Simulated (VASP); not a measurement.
# Os: single point with PBEsol

Os:

```
CELL_PARAMETERS angstrom
0.00000 1.90975 1.90975
1.90975 0.00000 1.90975
1.90975 1.90975 0.00000
ATOMIC_POSITIONS crystal
Os 0.00000 0.00000 0.00000
```

This isn't the form of Os at room conditions, which is hcp.

```yaml
Program: VASP 6.6.1
Task: single point
Functional: PBEsol
Potentials_or_basis: VASP PAW PBE potentials, release 64 (Os)
Cutoff: 600 eV
k_mesh: 9 × 9 × 9
Occupations: gaussian, width 0.1 eV
Spin: no spin polarisation
```

| Quantity | Value |
| --- | --- |
| Pressure | 0.7 GPa |
| Band gap on the k mesh | zero (bands 4 and 5 overlap by 3.62 eV) |

Levels at points of the mesh, in eV from the Fermi level:
| k point | band 1 | band 2 | band 3 | band 4 | band 5 | band 6 | band 7 | band 8 | band 9 |
| --- | --- | --- | --- | --- | --- | --- | --- | --- | --- |
| (0.00, 0.00, 0.00) | -11.09 | -3.21 | -3.21 | -3.21 | -0.11 | -0.11 | 14.08 | 19.93 | 19.93 |

Run time: 5 s on 1 thread of Intel(R) Xeon(R) Platinum 8488C (Sapphire Rapids), with other jobs on the host, peak memory 0.14 GiB.

Caveat: the PAW data sets were made with another functional, which shifts forces and pressure a little; spin-orbit coupling is left out, which moves the levels of the heavy elements.
